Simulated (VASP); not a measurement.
# ZnCo (P-6m2) in VASP: notebook, part 2 of 3

VASP 6.6.1. The steps go on from the part before.

## (4) Single point, LDA, collinear spin, ferromagnetic start

This run uses another cell than the first one, of 12.59 Å³/atom.

INCAR reads:

```
PREC = Accurate
ENCUT = 520
EDIFF = 1E-6
ISMEAR = -1
SIGMA = 0.1
LREAL = False
LASPH = True
NELM = 150
ALGO = Normal
ISIF = 2
LWAVE = False
LCHARG = False
ISPIN = 2
MAGMOM = 0 1.8
LORBIT = 11
LMAXMIX = 4
GGA = CA
NBANDS = 22
```

KPOINTS reads:

```
Automatic mesh
0
Gamma
  13 13 7
```

POSCAR reads:

```
ZnCo
1.0
    2.6287722830      0.0000000000      0.0000000000
   -1.3143861415      2.2765833587      0.0000000000
    0.0000000000      0.0000000000      4.2061612826
Zn Co
1 1
Direct
    0.6666666667      0.3333333333      0.0000000000
    0.0000000000      0.0000000000      0.5000000000
```

Potentials or basis: VASP PAW LDA potentials, release 64 (Zn, Co).

Command:

```console
$ cat potpaw_LDA.64/Zn/POTCAR potpaw_LDA.64/Co/POTCAR > POTCAR
$ mpirun -np 1 vasp_std > vasp.out
```

OUTCAR:

```text
PREC = Accurate
   ENCUT = 520
   EDIFF = 1E-6
   ISMEAR = -1
   LREAL = False
   LASPH = True
   NELM = 150
   ISIF = 2
   ISPIN = 2
   LORBIT = 11
   GGA = CA

 ion  position               nearest neighbor table
   1  0.667  0.333  0.000-   2 2.59   2 2.59   2 2.59   2 2.59   2 2.59   2 2.59
   2  0.000  0.000  0.500-   1 2.59   1 2.59   1 2.59   1 2.59   1 2.59   1 2.59

  LATTYP: Found a hexagonal cell.
 ALAT       =     2.6287722830
 C/A-ratio  =     1.6000477903

  Lattice vectors:

 A1 = (   2.6287722830,   0.0000000000,   0.0000000000)
 A2 = (  -1.3143861415,   2.2765833587,   0.0000000000)
 A3 = (   0.0000000000,   0.0000000000,   4.2061612826)

Analysis of symmetry for initial positions (statically):
=====================================================================
 Subroutine PRICEL returns:
 Original cell was already a primitive cell.

 Routine SETGRP: Setting up the symmetry group for a
 hexagonal supercell.

 Subroutine GETGRP returns: Found 12 space group operations
 (whereof 12 operations were pure point group operations)
 out of a pool of 24 trial point group operations.

The static configuration has the point symmetry D_3h.

Analysis of symmetry for dynamics (positions and initial velocities):
=====================================================================
 Subroutine PRICEL returns:
 Original cell was already a primitive cell.

 Routine SETGRP: Setting up the symmetry group for a
 hexagonal supercell.

 Subroutine GETGRP returns: Found 12 space group operations
 (whereof 12 operations were pure point group operations)
 out of a pool of 24 trial point group operations.

The dynamic configuration has the point symmetry D_3h.

Analysis of structural, dynamic, and magnetic symmetry:
=====================================================================
 Subroutine PRICEL returns:
 Original cell was already a primitive cell.

 Routine SETGRP: Setting up the symmetry group for a
 hexagonal supercell.

 Subroutine GETGRP returns: Found 12 space group operations
 (whereof 12 operations were pure point group operations)
 out of a pool of 24 trial point group operations.

The overall configuration has the point symmetry D_3h.

 Subroutine INISYM returns: Found 12 space group operations
 (whereof 12 operations are pure point group operations),
 and found     1 'primitive' translations

----------------------------------------------------------------------------------------

                                     Primitive cell

  volume of cell :      25.1723

  direct lattice vectors                    reciprocal lattice vectors
     2.628772283  0.000000000  0.000000000     0.380405715  0.219627363  0.000000000
    -1.314386141  2.276583359  0.000000000     0.000000000  0.439254726  0.000000000
     0.000000000  0.000000000  4.206161283     0.000000000  0.000000000  0.237746471

  length of vectors
     2.628772283  2.628772093  4.206161283     0.439254695  0.439254726  0.237746471

  position of ions in fractional coordinates (direct lattice)
     0.666666667  0.333333333  0.000000000
     0.000000000  0.000000000  0.500000000

  ion indices of the primitive-cell ions
[... 65 lines left out ...]
 SYSTEM =  unknown system
   PREC   = accura    normal or accurate (medium, high low for compatibility)
   ISTART =      0    job   : 0-new  1-cont  2-samecut
   ICHARG =      2    charge: 1-file 2-atom 10-const
   ISPIN  =      2    spin polarized calculation?
   LNONCOLLINEAR =      F non collinear calculations
   LSORBIT =      F    spin-orbit coupling
   LASPH  =      T    aspherical Exc in radial PAW
   ENCUT  =  520.0 eV  38.22 Ry    6.18 a.u.   4.89  4.89  7.82*2*pi/ulx,y,z
   NELM   =    150;   NELMIN=  2; NELMDL= -5     # of ELM steps
   EDIFF  = 0.1E-05   stopping-criterion for ELM
   LREAL  =      F    real-space projection
   EDIFFG = 0.1E-04   stopping-criterion for IOM
   NSW    =      0    number of steps for IOM
   IBRION =     -1    ionic relax: 0-MD 1-quasi-New 2-CG
   NFREE  =      0    steps in history (QN), initial steepest desc. (CG)
   ISIF   =      2    stress and relaxation
   ISYM   =      2    0-nonsym 1-usesym 2-fastsym
   POTIM  = 0.5000    time-step for ionic-motion
   TEBEG  =    0.0;   TEEND  =   0.0 temperature during run
   PSTRESS=    0.0 pullay stress
   NELECT =      21.0000    total number of electrons
   NUPDOWN=      -1.0000    fix difference up-down
   EMIN   =  10.00;   EMAX   =-10.00  energy-range for DOS
   EFERMI =   0.00;   METHOD = LEGACY
   ISMEAR =    -1;   SIGMA  =   0.10  broadening in eV -4-tet -1-fermi 0-gaus
   EFERMI_NEDOS =   21; number of points for ismear=-14 and -15
   IALGO  =     38    algorithm
   IMIX   =      4    mixing-type and parameters
     AMIX     =   0.40;   BMIX     =  1.00
     AMIX_MAG =   1.60;   BMIX_MAG =  1.00
  volume/ion in A,a.u.               =      12.59        84.94
  Fermi-wavevector in a.u.,A,eV,Ry     =   1.541134  2.912321 32.315123  2.375095
  Thomas-Fermi vector in A             =   2.647123
   LORBIT       =     11    0 simple, 1 ext, 2 COOP (PROOUT), +10 PAW based schemes
   GGA     = CA    functional components
   LHFCALC =     F    Hartree Fock is set to
   AEXX    =    0.0000 exact exchange contribution
   IVDW    =     0    specifies the selected vdW correction
   LEPSILON=     F    determine dielectric tensor
   LRPA    =     F    only Hartree local field effects (RPA)
 spin polarized calculation
  energy-cutoff  :      520.00
  volume of cell :       25.17
 maximum number of plane-waves:       699
 NGX is ok and might be reduce to    20
   NGX =  9   NGY =  9   NGZ = 15

 number of electron      21.0000010 magnetization       1.1788674

 Free energy of the ion-electron system (eV)
  ---------------------------------------------------
  ext. energy  EPLUGINS =         0.00000000
  ---------------------------------------------------
  free energy    TOTEN  =        -9.85567265 eV

  energy without entropy =       -9.77708688  energy(sigma->0) =       -9.81637977

 E-fermi :   5.7664     XC(G=0): -12.9053

 val. band max:        5.7578464979   @ k =   0.3077  -0.0000   0.4286
 cond. band min:       5.7713273721   @ k =   0.1538   0.1538   0.4286
 fundamental gap:      0.0134808742
 Fermi energy:         5.7663649473

 spin component 1

 k-point     1 :       0.0000    0.0000    0.0000
  band No.  band energies     occupation
      1      -4.1608      1.00000
      2      -2.0612      1.00000
      3      -1.6100      1.00000
      4      -1.6100      1.00000
      5      -1.0697      1.00000
      6      -1.0697      1.00000
[... 589 lines left out ...]
     21      30.0864      0.00000
     22      31.7003      0.00000

 [... further k-points ...]

 spin component 2

 k-point     1 :       0.0000    0.0000    0.0000
  band No.  band energies     occupation
      1      -4.1409      1.00000
      2      -2.0587      1.00000
      3      -1.6159      1.00000
      4      -1.6159      1.00000
      5      -1.0735      1.00000
      6      -1.0735      1.00000
[... 589 lines left out ...]
     21      30.1695      0.00000
     22      31.7661      0.00000

 [... further k-points ...]

------------------------ aborting loop because EDIFF is reached ----------------------------------------

  FORCE on cell =-STRESS in cart. coord.  units (eV):
  Direction    XX          YY          ZZ          XY          YZ          ZX
  --------------------------------------------------------------------------------------
  -------------------------------------------------------------------------------------
  Total       -2.5887652     -2.5887647     -2.7491762      0.0000000      0.0000000      0.0000000
  in kB     -164.7710091   -164.7709774   -174.9809248      0.0000000      0.0000000      0.0000000
  external PRESSURE =    -168.1743037 kB  Pullay stress =       0.0000000 kB

 VOLUME and BASIS-vectors are now :
 -----------------------------------------------------------------------------
  energy-cutoff  :      520.00
  volume of cell :       25.17
      direct lattice vectors                 reciprocal lattice vectors
     2.628772283  0.000000000  0.000000000     0.380405715  0.219627363  0.000000000
    -1.314386141  2.276583359  0.000000000     0.000000000  0.439254726  0.000000000
     0.000000000  0.000000000  4.206161283     0.000000000  0.000000000  0.237746471

 POSITION                                       TOTAL-FORCE (eV/Angst)
 -----------------------------------------------------------------------------------
      1.31439      0.75886      0.00000        -0.000000      0.000000      0.000000
      0.00000      0.00000      2.10308         0.000000      0.000000      0.000000
 -----------------------------------------------------------------------------------
    total drift:                               -0.000000     -0.000000      0.000000

  FREE ENERGIE OF THE ION-ELECTRON SYSTEM (eV)
  ---------------------------------------------------
  free  energy   TOTEN  =        -9.8556726524 eV

  energy  without entropy=       -9.7770868798  energy(sigma->0) =       -9.81637977

 total charge

# of ion       s       p       d       tot
------------------------------------------
    1        0.619   0.543   9.741  10.903
    2        0.412   0.407   7.288   8.107
--------------------------------------------------
tot          1.032   0.950  17.028  19.010

 magnetization (x)

# of ion       s       p       d       tot
------------------------------------------
    1       -0.009  -0.019  -0.001  -0.029
    2       -0.004  -0.017   1.254   1.233
--------------------------------------------------
tot         -0.013  -0.037   1.254   1.204
```

stdout:

```text
POSCAR found type information on POSCAR ZnCo
 POSCAR found :  2 types and       2 ions
 scaLAPACK will be used
 LDA part: xc-table for (Slater(with rela. corr.)+CA(PZ))
 , standard interpolation
 POSCAR, INCAR and KPOINTS ok, starting setup
 FFT: planning ... GRIDC
 FFT: planning ... GRID_SOFT
 FFT: planning ... GRID
 WAVECAR not read
 entering main loop
```

Wall time 36 s (1 thread of Intel Xeon 6975P-C (Granite Rapids), shared host); peak memory 0.18 GiB.

Results:

| Quantity | Value |
| --- | --- |
| Free energy | -9.8557 eV |
| Pressure | -16.8 GPa |
| Net moment | 1.18 μB per cell |
| Site moments | Zn -0.03; Co +1.23 μB |
| Valence electrons inside the program's atomic spheres | Zn 10.90; Co 8.11 |

Caveat: the cell stands under tension.

(Part 2 of 3 ends here.)
